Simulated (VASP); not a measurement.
A run of VASP 6.6.1 is set up as follows.

Contents of INCAR:

```
SYSTEM = Al2Cu
PREC = Accurate
ENCUT = 520
EDIFF = 1E-7
ISMEAR = 0
SIGMA = 0.15
LREAL = .FALSE.
LASPH = .TRUE.
NELM = 60
ALGO = Fast
ISIF = 2
LWAVE = .FALSE.
LCHARG = .FALSE.
GGA = CA
NBANDS = 16
```

The input KPOINTS:

```
Automatic mesh
0
G
  14 14 14
  0 0 0
```

File POSCAR:

```
Al2Cu
1.0
   -2.0982333072      2.0982333072      2.8351068677
    2.0982333072     -2.0982333072      2.8351068677
    2.0982333072      2.0982333072     -2.8351068677
Al Cu
2 1
Direct
    0.7500000000      0.2500000000      0.5000000000
    0.2500000000      0.7500000000      0.5000000000
    0.5000000000      0.5000000000      0.0000000000
```

Potentials or basis: VASP PAW LDA potentials, release 64 (Al, Cu).

Command:

```console
$ cat potpaw_LDA.64/Al/POTCAR potpaw_LDA.64/Cu/POTCAR > POTCAR
$ mpirun -np 1 vasp_std > vasp.out
```

Task: Estimate the band gap on the k mesh.

Result: Zero (an odd number of electrons rules out a gap without spin polarisation).

Task: Estimate the pressure.

Result: -7.7 GPa.

Stress tensor (GPa, compression positive):
```
-9.04  0.00  0.00
 0.00 -9.04  0.00
 0.00  0.00 -4.99
```

Caveat: the cell stands under tension.
